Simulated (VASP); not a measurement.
A run of VASP 6.6.1 is set up as follows.

INCAR

```
PREC = Accurate
ENCUT = 520
EDIFF = 1E-6
ISMEAR = 0
SIGMA = 0.1
LREAL = F
LASPH = T
NELM = 100
ALGO = Normal
ISIF = 2
LWAVE = F
LCHARG = F
GGA = PE
NBANDS = 20
```

Contents of KPOINTS:

```
regular mesh
0
Gamma
  6 6 4
```

The input POSCAR:

```
NaCuH4
1.0
    3.1689092475      0.0000000000      0.0000000000
    0.0000000000      3.1689092475      0.0000000000
    0.0000000000      0.0000000000      5.0388643034
Na Cu H
1 1 4
Direct
    0.0000000000      0.0000000000      0.0000000000
    0.5000000000      0.5000000000      0.5000000000
    0.5000000000      0.0000000000      0.3330480349
    0.0000000000      0.5000000000      0.6669519651
    0.5000000000      0.0000000000      0.6669519651
    0.0000000000      0.5000000000      0.3330480349
```

Potentials or basis: VASP PAW PBE potentials, release 64 (Na_pv, Cu, H).

Run with:

```bash
$ cat potpaw_PBE.64/Na_pv/POTCAR potpaw_PBE.64/Cu/POTCAR potpaw_PBE.64/H/POTCAR > POTCAR
$ mpirun -np 1 vasp_std > vasp.out
```

Q: What does it give for the largest force?

A: 0.034 eV/Å.

Q: Estimate the band gap on the k mesh.

A: Zero (band 11 reaches 4.73 eV, above the bottom of band 12 at 2.50 eV).

Stress tensor (GPa, compression positive):
```
-0.33  0.00  0.00
 0.00 -0.33  0.00
 0.00  0.00  0.20
```
